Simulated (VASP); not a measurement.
# BaO (Fm-3m) in VASP: vibrations by perturbation theory with PBEsol

Aim: the vibrations by perturbation theory of BaO with PBEsol.

All numbers are computed with VASP 6.6.1; they aren't measurements. Logs are shortened: lines on timing, memory, paths and dates and some standing lists are left out, and cuts for length are marked.

**1. The cell of the first run**

It takes space group Fm-3m (No. 225, cubic). The conventional cell has a = 5.490 Å, b = 5.490 Å, c = 5.490 Å, α = 90.00°, β = 90.00°, γ = 90.00°. Within 3.6 Å of Ba (site symmetry m-3m) lie 6 O at 2.74 Å. Within 3.6 Å of O (site symmetry m-3m) lie 6 Ba at 2.74 Å.

**2. Vibrations by perturbation theory, PBEsol**

Input file INCAR:

```
SYSTEM = BaO
PREC = Accurate
ENCUT = 600
EDIFF = 1E-8
ISMEAR = 0
SIGMA = 0.01
LREAL = .FALSE.
LASPH = .TRUE.
NELM = 120
ALGO = Normal
ISIF = 2
LWAVE = .FALSE.
LCHARG = .TRUE.
GGA = PS
NBANDS = 15
IBRION = 8
NSW = 1
LEPSILON = .TRUE.
GGA_COMPAT = .FALSE.
```

Input file KPOINTS:

```
Automatic mesh
0
G
  8 8 8
  0 0 0
```

Input file POSCAR:

```
BaO
1.0
    0.0000000000      2.7449022317      2.7449022317
    2.7449022317      0.0000000000      2.7449022317
    2.7449022317      2.7449022317      0.0000000000
Ba O
1 1
Direct
    0.0000000000      0.0000000000      0.0000000000
    0.5000000000      0.5000000000      0.5000000000
```

Potentials or basis: VASP PAW PBE potentials, release 64 (Ba_sv, O).

On the command line:

```sh
$ cat potpaw_PBE.64/Ba_sv/POTCAR potpaw_PBE.64/O/POTCAR > POTCAR
$ mpirun -np 1 vasp_std > vasp.out
```

OUTCAR:

```text
SYSTEM = BaO
   PREC = Accurate
   ENCUT = 600
   EDIFF = 1E-8
   ISMEAR = 0
   LREAL = .FALSE.
   LASPH = .TRUE.
   NELM = 120
   ISIF = 2
   GGA = PS
   IBRION = 8
   NSW = 1
   LEPSILON = .TRUE.

 ion  position               nearest neighbor table
   1  0.000  0.000  0.000-   2 2.74   2 2.74   2 2.74   2 2.74   2 2.74   2 2.74
   2  0.500  0.500  0.500-   1 2.74   1 2.74   1 2.74   1 2.74   1 2.74   1 2.74

  LATTYP: Found a face centered cubic cell.
 ALAT       =     5.4898044634

  Lattice vectors:

 A1 = (   0.0000000000,   2.7449022317,   2.7449022317)
 A2 = (   2.7449022317,   0.0000000000,   2.7449022317)
 A3 = (   2.7449022317,   2.7449022317,   0.0000000000)

Analysis of symmetry for initial positions (statically):
=====================================================================
 Subroutine PRICEL returns:
 Original cell was already a primitive cell.

 Routine SETGRP: Setting up the symmetry group for a
 face centered cubic supercell.

 Subroutine GETGRP returns: Found 48 space group operations
 (whereof 48 operations were pure point group operations)
 out of a pool of 48 trial point group operations.

The static configuration has the point symmetry O_h .

Analysis of symmetry for dynamics (positions and initial velocities):
=====================================================================
 Subroutine PRICEL returns:
 Original cell was already a primitive cell.

 Routine SETGRP: Setting up the symmetry group for a
 face centered cubic supercell.

 Subroutine GETGRP returns: Found 48 space group operations
 (whereof 48 operations were pure point group operations)
 out of a pool of 48 trial point group operations.

The dynamic configuration has the point symmetry O_h .

 Subroutine INISYM returns: Found 48 space group operations
 (whereof 48 operations are pure point group operations),
 and found     1 'primitive' translations

----------------------------------------------------------------------------------------

                                     Primitive cell

  volume of cell :      41.3629

  direct lattice vectors                    reciprocal lattice vectors
     0.000000000  2.744902232  2.744902232    -0.182155850  0.182155850  0.182155850
     2.744902232  0.000000000  2.744902232     0.182155850 -0.182155850  0.182155850
     2.744902232  2.744902232  0.000000000     0.182155850  0.182155850 -0.182155850

  length of vectors
     3.881877963  3.881877963  3.881877963     0.315503188  0.315503188  0.315503188

  position of ions in fractional coordinates (direct lattice)
     0.000000000  0.000000000  0.000000000
     0.500000000  0.500000000  0.500000000

  ion indices of the primitive-cell ions
   primitive index   ion index
                 1           1
                 2           2

----------------------------------------------------------------------------------------

 KPOINTS: Automatic mesh

Automatic generation of k-mesh.
 Grid dimensions read from file:
 generate k-points for:    8    8    8

 Generating k-lattice:

  Cartesian coordinates                     Fractional coordinates (reciprocal lattice)
[... 581 lines left out ...]
  ---------------------------------------------------
  ---------------------------------------------------
  free energy    TOTEN  =        -0.42252297 eV

  energy without entropy =       -0.42252297

------------------------ aborting loop because EDIFF is reached ----------------------------------------

--------------------------------------- Ionic step        2  -------------------------------------------

------------------------ aborting loop because EDIFF is reached ----------------------------------------

--------------------------------------- Ionic step        3  -------------------------------------------

------------------------ aborting loop because EDIFF is reached ----------------------------------------

 PIEZOELECTRIC TENSOR FIELD DIRECTION 3  (e Angst)
 -----------------------------------------------------------------------------
     0.00018  0.00000  0.00000           ( -0.00001  0.00000  0.00000)
     0.00000  0.00018  0.00000           (  0.00000 -0.00001  0.00000)
     0.00000  0.00000 -0.00091           (  0.00000  0.00000 -0.00001)

 PIEZOELECTRIC TENSOR FIELD DIRECTION 3  (C/m^2)
 -----------------------------------------------------------------------------
     0.00007  0.00000  0.00000
     0.00000  0.00007  0.00000
     0.00000  0.00000 -0.00035

--------------------------------------- Ionic step        4  -------------------------------------------

------------------------ aborting loop because EDIFF is reached ----------------------------------------

[... ionic steps 5 to 6 ...]

--------------------------------------- Ionic step        7  -------------------------------------------

 Free energy of the ion-electron system (eV)
  ---------------------------------------------------
  ---------------------------------------------------
  free energy    TOTEN  =        -0.36559672 eV

  energy without entropy =       -0.36559672

------------------------ aborting loop because EDIFF is reached ----------------------------------------

 INTERNAL STRAIN TENSOR  FOR ION    2  DIRECTION 1   (eV/Angst):
 -----------------------------------------------------------------------------
    -0.01950  0.00000  0.00000
     0.00000  0.00050 -0.00000
     0.00000 -0.00000  0.00050

 MACROSCOPIC STATIC DIELECTRIC TENSOR (including local field effects in DFT)
 ------------------------------------------------------
           4.405504    -0.000000    -0.000000
           0.000000     4.405504     0.000000
           0.000000    -0.000000     4.405504
 ------------------------------------------------------

 PIEZOELECTRIC TENSOR (including local field effects)  for field in x, y, z        (e  Angst)
          XX          YY          ZZ          XY          YZ          ZX
  --------------------------------------------------------------------------------
  x     0.00000     0.00000     0.00000     0.00000     0.00000     0.00000
  y     0.00000     0.00000     0.00000     0.00000     0.00000     0.00000
  z     0.00000     0.00000     0.00000     0.00000     0.00000     0.00000

 PIEZOELECTRIC TENSOR (including local field effects)  for field in x, y, z        (C/m^2)
          XX          YY          ZZ          XY          YZ          ZX
  --------------------------------------------------------------------------------
  x     0.00000     0.00000     0.00000     0.00000     0.00000     0.00000
  y     0.00000     0.00000     0.00000     0.00000     0.00000     0.00000
  z     0.00000     0.00000     0.00000     0.00000     0.00000     0.00000

 BORN EFFECTIVE CHARGES (including local field effects) (in |e|, cummulative output)
 ---------------------------------------------------------------------------------
 ion    1
    1     2.80004    -0.00000     0.00000
    2     0.00000     2.80004     0.00000
    3     0.00000     0.00000     2.80004
 ion    2
    1    -2.80004     0.00000     0.00000
    2    -0.00000    -2.80004     0.00000
    3     0.00000     0.00000    -2.80004

 INTERNAL STRAIN TENSOR FOR ION    2 for displacements in x,y,z  (eV/Angst):
          X           Y           Z          XY          YZ          ZX
  --------------------------------------------------------------------------------
  x     0.00000     0.00000     0.00000     0.00000     0.00000     0.00000
  y     0.00000     0.00000     0.00000     0.00000     0.00000     0.00000
  z     0.00000     0.00000     0.00000     0.00000     0.00000     0.00000

 SECOND DERIVATIVES (NOT SYMMETRIZED)
 ------------------------------------
               1X          1Y          1Z          2X          2Y          2Z
  1X    -0.698397    0.000000    0.000000    0.698397    0.000000    0.000000
  1Y     0.000000   -0.698397    0.000000    0.000000    0.698397    0.000000
  1Z     0.000000    0.000000   -0.698397    0.000000    0.000000    0.698397
  2X     0.677577    0.000000    0.000000   -0.677577    0.000000    0.000000
  2Y     0.000000    0.677577    0.000000    0.000000   -0.677577    0.000000
  2Z     0.000000    0.000000    0.677577    0.000000    0.000000   -0.677577

 Eigenvectors and eigenvalues of the dynamical matrix
 ----------------------------------------------------

   1 f  =    3.404876 THz    21.393464 2PiTHz  113.574422 cm-1    14.081427 meV
             X         Y         Z           dx          dy          dz
      0.000000  0.000000  0.000000     0.000000    0.000000   -0.327463
      2.744902  2.744902  2.744902     0.000000    0.000000    0.944864
[... 21 lines left out ...]
   6 f/i=    0.015941 THz     0.100161 2PiTHz    0.531739 cm-1     0.065927 meV
             X         Y         Z           dx          dy          dz
      0.000000  0.000000  0.000000    -0.621859   -0.708544    0.063437
      2.744902  2.744902  2.744902    -0.215519   -0.245561    0.021986

--------------------------------------------------------------------------------------------------------

 MACROSCOPIC STATIC DIELECTRIC TENSOR IONIC CONTRIBUTION
 ------------------------------------------------------
          49.848545    -0.000000     0.000000
          -0.000000    49.848545     0.000000
           0.000000     0.000000    49.848545
 ------------------------------------------------------

 ELASTIC MODULI CONTR FROM IONIC RELAXATION (kBar)
 Direction    XX          YY          ZZ          XY          YZ          ZX
 --------------------------------------------------------------------------------
 XX           0.0000      0.0000      0.0000      0.0000      0.0000      0.0000
 YY           0.0000      0.0000      0.0000      0.0000      0.0000      0.0000
 ZZ           0.0000      0.0000      0.0000      0.0000      0.0000      0.0000
 XY           0.0000      0.0000      0.0000      0.0000      0.0000      0.0000
 YZ           0.0000      0.0000      0.0000      0.0000      0.0000      0.0000
 ZX           0.0000      0.0000      0.0000      0.0000      0.0000      0.0000
 --------------------------------------------------------------------------------

 PIEZOELECTRIC TENSOR IONIC CONTR  for field in x, y, z        (C/m^2)
          XX          YY          ZZ          XY          YZ          ZX
  --------------------------------------------------------------------------------
  x     0.00000     0.00000     0.00000     0.00000     0.00000     0.00000
  y     0.00000     0.00000     0.00000     0.00000     0.00000     0.00000
  z     0.00000     0.00000     0.00000     0.00000     0.00000     0.00000
```

It took 5.9 min on 1 thread of Intel Xeon 8259CL, shared host; peak memory 0.29 GiB.

What came out:

```
Electronic dielectric tensor (diagonal)                 : 4.41
Born charges (mean of the diagonal)                     : Ba +2.80; O -2.80 e
Highest phonon frequency at Γ, LO-TO splitting left out : 114 cm⁻¹
```

Phonon frequencies in cm⁻¹ (negative: imaginary):
```csv
q point,frequencies
"(0.000, 0.000, 0.000)",-1 -1 -1 114 114 114
```

Electronic dielectric tensor:
```
4.41 0.00 0.00
0.00 4.41 0.00
0.00 0.00 4.41
```

Born effective charge tensors (e):
atom 1, Ba
```
2.80 0.00 0.00
0.00 2.80 0.00
0.00 0.00 2.80
```
atom 2, O
```
-2.80  0.00  0.00
 0.00 -2.80  0.00
 0.00  0.00 -2.80
```

Caveat: the cell stands under pressure or tension, which shifts response properties; spin-orbit coupling is left out, which moves the levels of the heavy elements.
